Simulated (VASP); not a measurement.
**P: single point with revPBE**

The system is P.

```
P
1.0
    -4.64557    5.01028    1.30453
     5.01028   -4.64557    1.30453
     2.26831    2.26831   -0.63657
P
2
Direct
  0.93054 0.06946 0.00000
  0.81946 0.18054 0.50000
```

```
Program                : VASP 6.6.1
Task                   : single point
Functional             : revPBE
Potentials or basis    : VASP PAW PBE potentials, release 64 (P)
Cutoff                 : 520 eV
k mesh                 : 13 × 13 × 9
Occupations            : fermi-dirac, width 0.1 eV
Spin                   : no spin polarisation
Dipole correction      : no
Further INCAR settings : ALGO = Normal; EDIFF = 1e-06; NBANDS = 12; ISYM = 0
```

```json
{"Pressure": "-0.3 GPa", "Largest force": "0.091 eV/Å", "Band gap on the k mesh": "zero (bands 5 and 6 overlap by 4.06 eV)"}
```

Forces on the atoms (eV/Å):
```
P    0.064 -0.064  0.000
P   -0.064  0.064  0.000
```

Stress tensor (GPa, compression positive):
```
-0.34 -0.04  0.03
-0.04 -0.34  0.03
 0.03  0.03 -0.20
```

Levels at points of the mesh, in eV from the Fermi level:
| k point | band 3 | band 4 | band 5 | band 6 | band 7 | band 8 |
| --- | --- | --- | --- | --- | --- | --- |
| (0.00, 0.00, 0.00) | -3.09 | -2.88 | 0.79 | 3.18 | 3.51 | 5.04 |

Wall time 8.4 min on 1 thread of AMD EPYC 9R45 96-Core Processor (Zen 5), on a shared host, peak memory 0.52 GiB.

Caveat: the PAW data sets were made with another functional, which shifts forces and pressure a little.
